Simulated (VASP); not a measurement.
# Nb (Fd-3m) in VASP: notebook

Runs on Nb. Level: r2SCAN. Tasks: relaxation of cell and atoms.

Program: VASP 6.6.1. These are calculated values, not measurements. Logs are shortened: lines on timing, memory, paths and dates and some standing lists are left out, and cuts for length are marked.

## Step 1: The cell of the first run

It takes space group Fd-3m (No. 227, cubic). The conventional cell has a = 5.770 Å, b = 5.770 Å, c = 5.770 Å, α = 90.00°, β = 90.00°, γ = 90.00°. Within 3.3 Å of Nb (site symmetry -43m) lie 4 Nb at 2.50 Å.

This isn't the form of Nb at room conditions, which is bcc.

## Step 2: Relaxation of cell and atoms, r2SCAN

POSCAR

```
Nb
1.0
    0.0000000000      2.8850000000      2.8850000000
    2.8850000000      0.0000000000      2.8850000000
    2.8850000000      2.8850000000      0.0000000000
Nb
2
Direct
    1.0000000000      1.0000000000      1.0000000000
    0.2500000000      0.2500000000      0.2500000000
```

INCAR.step1

```
SYSTEM = Nb
PREC     = Accurate       ! precision mode
ENCUT    = 550            ! plane-wave cutoff, eV
ISMEAR   = 1              ! smearing method
SIGMA    = 0.05           ! smearing width, eV
LREAL    = .FALSE.        ! projectors in reciprocal space
LASPH    = .TRUE.         ! aspherical terms in the spheres
NELM     = 120            ! most SCF steps
GGA      = PE             ! functional
ALGO     = Normal         ! electronic algorithm
EDIFF    = 1E-5           ! SCF threshold, eV
LWAVE    = .TRUE.         ! write WAVECAR
LCHARG   = .FALSE.        ! write CHGCAR
GGA_COMPAT= .FALSE.      
IBRION   = 2              ! ionic algorithm
ISIF     = 3              ! what is computed and relaxed
EDIFFG   = -0.005         ! ionic threshold
NELMIN   = 4            
NSW      = 100            ! ionic steps
```

INCAR.step2

```
SYSTEM = Nb
PREC     = Accurate       ! precision mode
ENCUT    = 550            ! plane-wave cutoff, eV
EDIFF    = 1E-7           ! SCF threshold, eV
ISMEAR   = 1              ! smearing method
SIGMA    = 0.05           ! smearing width, eV
LREAL    = .FALSE.        ! projectors in reciprocal space
LASPH    = .TRUE.         ! aspherical terms in the spheres
NELM     = 120            ! most SCF steps
ALGO     = Normal         ! electronic algorithm
ISIF     = 3              ! what is computed and relaxed
LWAVE    = .FALSE.        ! write WAVECAR
LCHARG   = .FALSE.        ! write CHGCAR
METAGGA  = R2SCAN         ! meta-GGA
LMIXTAU  = .TRUE.       
IBRION   = 2              ! ionic algorithm
NSW      = 80             ! ionic steps
EDIFFG   = -0.03          ! ionic threshold
ISTART   = 1            
GGA_COMPAT= .FALSE.      
NELMIN   = 4
```

KPOINTS

```
Automatic mesh
0
G
  5 5 5
  0 0 0
```

Potentials or basis: VASP PAW PBE potentials, release 64 (Nb_sv).

Launch:

```
$ cat potpaw_PBE.64/Nb_sv/POTCAR > POTCAR
$ cp INCAR.step1 INCAR
$ mpirun -np 1 vasp_std > vasp.out
$ cp INCAR.step2 INCAR
$ mpirun -np 1 vasp_std > vasp.out
```

OUTCAR:

```text
SYSTEM = Nb
   PREC = Accurate
   ENCUT = 550
   EDIFF = 1E-7
   ISMEAR = 1
   LREAL = .FALSE.
   LASPH = .TRUE.
   NELM = 120
   ISIF = 3
   METAGGA = R2SCAN
   IBRION = 2
   NSW = 80
   EDIFFG = -0.03
   ISTART = 1
   NELMIN = 4

 ion  position               nearest neighbor table
   1  0.000  0.000  0.000-   2 2.50   2 2.50   2 2.50   2 2.50
   2  0.250  0.250  0.250-   1 2.50   1 2.50   1 2.50   1 2.50

  LATTYP: Found a face centered cubic cell.
 ALAT       =     5.7700000000

  Lattice vectors:

 A1 = (   0.0000000000,   2.8850000000,   2.8850000000)
 A2 = (   2.8850000000,   0.0000000000,   2.8850000000)
 A3 = (   2.8850000000,   2.8850000000,   0.0000000000)

Analysis of symmetry for initial positions (statically):
=====================================================================
 Subroutine PRICEL returns:
 Original cell was already a primitive cell.

 Routine SETGRP: Setting up the symmetry group for a
 face centered cubic supercell.

 Subroutine GETGRP returns: Found 48 space group operations
 (whereof 24 operations were pure point group operations)
 out of a pool of 48 trial point group operations.

The static configuration has the point symmetry T_d .
 The point group associated with its full space group is O_h .

Analysis of symmetry for dynamics (positions and initial velocities):
=====================================================================
 Subroutine PRICEL returns:
 Original cell was already a primitive cell.

 Routine SETGRP: Setting up the symmetry group for a
 face centered cubic supercell.

 Subroutine GETGRP returns: Found 48 space group operations
 (whereof 24 operations were pure point group operations)
 out of a pool of 48 trial point group operations.

The dynamic configuration has the point symmetry T_d .
 The point group associated with its full space group is O_h .

 Subroutine INISYM returns: Found 48 space group operations
 (whereof 24 operations are pure point group operations),
 and found     1 'primitive' translations

----------------------------------------------------------------------------------------

                                     Primitive cell

  volume of cell :      48.0250

  direct lattice vectors                    reciprocal lattice vectors
     0.000000000  2.885000000  2.885000000    -0.173310225  0.173310225  0.173310225
[... 59 lines left out ...]
   NGX,Y,Z   is equivalent  to a cutoff of  13.04, 13.04, 13.04 a.u.
   NGXF,Y,Z  is equivalent  to a cutoff of  26.08, 26.08, 26.08 a.u.
 SYSTEM =  Nb
   PREC   = accura    normal or accurate (medium, high low for compatibility)
   ISTART =      1    job   : 0-new  1-cont  2-samecut
   ICHARG =      0    charge: 1-file 2-atom 10-const
   ISPIN  =      1    spin polarized calculation?
   LNONCOLLINEAR =      F non collinear calculations
   LSORBIT =      F    spin-orbit coupling
   LASPH  =      T    aspherical Exc in radial PAW
   ENCUT  =  550.0 eV  40.42 Ry    6.36 a.u.   7.80  7.80  7.80*2*pi/ulx,y,z
   NELM   =    120;   NELMIN=  4; NELMDL=  0     # of ELM steps
   EDIFF  = 0.1E-06   stopping-criterion for ELM
   LREAL  =      F    real-space projection
   EDIFFG = -.3E-01   stopping-criterion for IOM
   NSW    =     80    number of steps for IOM
   IBRION =      2    ionic relax: 0-MD 1-quasi-New 2-CG
   NFREE  =      1    steps in history (QN), initial steepest desc. (CG)
   ISIF   =      3    stress and relaxation
   ISYM   =      2    0-nonsym 1-usesym 2-fastsym
   POTIM  = 0.5000    time-step for ionic-motion
   TEBEG  =    0.0;   TEEND  =   0.0 temperature during run
   PSTRESS=    0.0 pullay stress
   NELECT =      26.0000    total number of electrons
   NUPDOWN=      -1.0000    fix difference up-down
   EMIN   =  10.00;   EMAX   =-10.00  energy-range for DOS
   EFERMI =   0.00;   METHOD = LEGACY
   ISMEAR =     1;   SIGMA  =   0.05  broadening in eV -4-tet -1-fermi 0-gaus
   EFERMI_NEDOS =   21; number of points for ismear=-14 and -15
   IALGO  =     38    algorithm
   IMIX   =      4    mixing-type and parameters
     AMIX     =   0.40;   BMIX     =  1.00
     AMIX_MAG =   1.60;   BMIX_MAG =  1.00
  volume/ion in A,a.u.               =      24.01       162.04
  Fermi-wavevector in a.u.,A,eV,Ry     =   1.334269  2.521403 24.222103  1.780274
  Thomas-Fermi vector in A             =   2.463064
   LORBIT       =      0    0 simple, 1 ext, 2 COOP (PROOUT), +10 PAW based schemes
   METAGGA = R2SCAN    functional components
   LHFCALC =     F    Hartree Fock is set to
   AEXX    =    0.0000 exact exchange contribution
   IVDW    =     0    specifies the selected vdW correction
   LEPSILON=     F    determine dielectric tensor
   LRPA    =     F    only Hartree local field effects (RPA)
 conjugate gradient relaxation of ions
 non-spin polarized calculation
 Methfessel and Paxton  Order N= 1 SIGMA  =   0.05
  energy-cutoff  :      550.00
  volume of cell :       48.03
 maximum number of plane-waves:      1422
   NGX = 15   NGY = 15   NGZ = 15

--------------------------------------- Ionic step        1  -------------------------------------------

 number of electron      25.9999999 magnetization

 Free energy of the ion-electron system (eV)
  ---------------------------------------------------
  ext. energy  EPLUGINS =         0.00000000
  ---------------------------------------------------
  free energy    TOTEN  =       -44.22556719 eV

  energy without entropy =      -44.22223852  energy(sigma->0) =      -44.22445763

------------------------ aborting loop because EDIFF is reached ----------------------------------------

  FORCE on cell =-STRESS in cart. coord.  units (eV):
  Direction    XX          YY          ZZ          XY          YZ          ZX
  --------------------------------------------------------------------------------------
  -------------------------------------------------------------------------------------
  Total        1.4493369      1.4493369      1.4493369      0.0000000      0.0000000      0.0000000
  in kB       48.3517816     48.3517816     48.3517816      0.0000000      0.0000000      0.0000000
  external PRESSURE =      48.3517816 kB  Pullay stress =       0.0000000 kB
[... 59 lines left out ...]
--------------------------------------- Ionic step        3  -------------------------------------------

 number of electron      26.0000003 magnetization

 Free energy of the ion-electron system (eV)
  ---------------------------------------------------
  ext. energy  EPLUGINS =         0.00000000
  ---------------------------------------------------
  free energy    TOTEN  =       -44.26810162 eV

  energy without entropy =      -44.26623880  energy(sigma->0) =      -44.26748068

 E-fermi :   6.9092     XC(G=0): -11.0993

 val. band max:        6.8949494708   @ k =  -0.4000   0.4000   0.2000
 cond. band min:       6.9438056707   @ k =  -0.4000   0.2000   0.0000
 fundamental gap:      0.0488561999
 Fermi energy:         6.9091521165

 k-point     1 :       0.0000    0.0000    0.0000
  band No.  band energies     occupation
      1     -49.4290      2.00000
      2     -48.6541      2.00000
      3     -25.1663      2.00000
      4     -25.1663      2.00000
      5     -25.1663      2.00000
      6     -23.9343      2.00000
[... 218 lines left out ...]
  FREE ENERGIE OF THE ION-ELECTRON SYSTEM (eV)
  ---------------------------------------------------
  free  energy   TOTEN  =       -44.2681016158 eV

  energy  without entropy=      -44.2662388021  energy(sigma->0) =      -44.26748068

 reached required accuracy - stopping structural energy minimisation
```

OUTCAR.step1:

```text
SYSTEM = Nb
   PREC = Accurate
   ENCUT = 550
   ISMEAR = 1
   LREAL = .FALSE.
   LASPH = .TRUE.
   NELM = 120
   GGA = PE
   EDIFF = 1E-5
   IBRION = 2
   ISIF = 3
   EDIFFG = -0.005
   NELMIN = 4
   NSW = 100

[... 370 lines left out ...]
 cond. band min:       6.6933746238   @ k =   0.4000   0.2000   0.0000
 fundamental gap:      0.0434369253
 Fermi energy:         6.6613250941

 k-point     1 :       0.0000    0.0000    0.0000
  band No.  band energies     occupation
      1     -47.8949      2.00000
      2     -47.2373      2.00000
      3     -24.2816      2.00000
      4     -24.2816      2.00000
      5     -24.2816      2.00000
      6     -23.1939      2.00000
[... 218 lines left out ...]
  FREE ENERGIE OF THE ION-ELECTRON SYSTEM (eV)
  ---------------------------------------------------
  free  energy   TOTEN  =       -15.3004731585 eV

  energy  without entropy=      -15.2978415889  energy(sigma->0) =      -15.29959597

 reached required accuracy - stopping structural energy minimisation
```

OSZICAR.step1:

```text
N       E                     dE             d eps       ncg     rms          rms(c)
DAV:   1     0.314037749847E+03    0.31404E+03   -0.15164E+04   340   0.161E+03
DAV:   2     0.650180982129E+01   -0.30754E+03   -0.30333E+03   429   0.607E+02
DAV:   3    -0.142007151995E+02   -0.20703E+02   -0.19810E+02   648   0.115E+02
DAV:   4    -0.151798982506E+02   -0.97918E+00   -0.94944E+00   456   0.214E+01
[... 200 lines left out ...]
       N       E                     dE             d eps       ncg     rms          rms(c)
DAV:   1    -0.153004733834E+02   -0.10415E-06   -0.11698E-05   170   0.499E-02    0.471E-03
DAV:   2    -0.153004732875E+02    0.95817E-07   -0.93606E-07   170   0.160E-02    0.142E-03
DAV:   3    -0.153004732302E+02    0.57319E-07   -0.17922E-07   170   0.586E-03    0.811E-04
DAV:   4    -0.153004731585E+02    0.71753E-07   -0.12962E-07   170   0.326E-03
  31 F= -.15300473E+02 E0= -.15299596E+02  d E =-.156330E-04
```

It took 2.7 min on 1 thread of Intel Xeon Platinum 8559C (Emerald Rapids), shared host; peak memory 0.19 GiB.

Results:

```yaml
Free_energy: -44.2681 eV
Relaxed_volume: 25.50 Å³/atom
Relaxed_cell: a = 4.162 Å, b = 4.162 Å, c = 4.162 Å, α = 60.00°, β = 60.00°, γ = 60.00°
Space_group_after_relaxing_to_0.1_Å: Fd-3m (No. 227)
Energy_gained_by_relaxing: 21.3 meV/atom
Ionic_steps: 3
Pressure_after_relaxing: 0.0 GPa
Band_gap_on_the_k_mesh: zero (bands 13 and 14 overlap by 0.93 eV)
```

Step by step:
```tsv
step	energy change (eV)	largest force (eV/Å)	pressure (GPa)	volume (Å³)
1	0.0000	0.0000	4.84	48.03
2	-0.0215	0.0000	-2.90	53.24
3	-0.0425	0.0000	-0.01	50.99
```

Final structure:
```yaml
crystal:
  lattice:
    - [0.00000, 2.94325, 2.94325]
    - [2.94325, 0.00000, 2.94325]
    - [2.94325, 2.94325, 0.00000]
  atoms:
    - { symbol: Nb, position: [0.00000, 0.00000, 0.00000] }
    - { symbol: Nb, position: [0.25000, 0.25000, 0.25000] }
```

Caveat: the k points lie up to 0.37 Å⁻¹ apart in the final cell, too coarse for converged energies and pressures of a metal; the PAW data sets were made with another functional, which shifts forces and pressure a little.

[end of part 1 of 2]
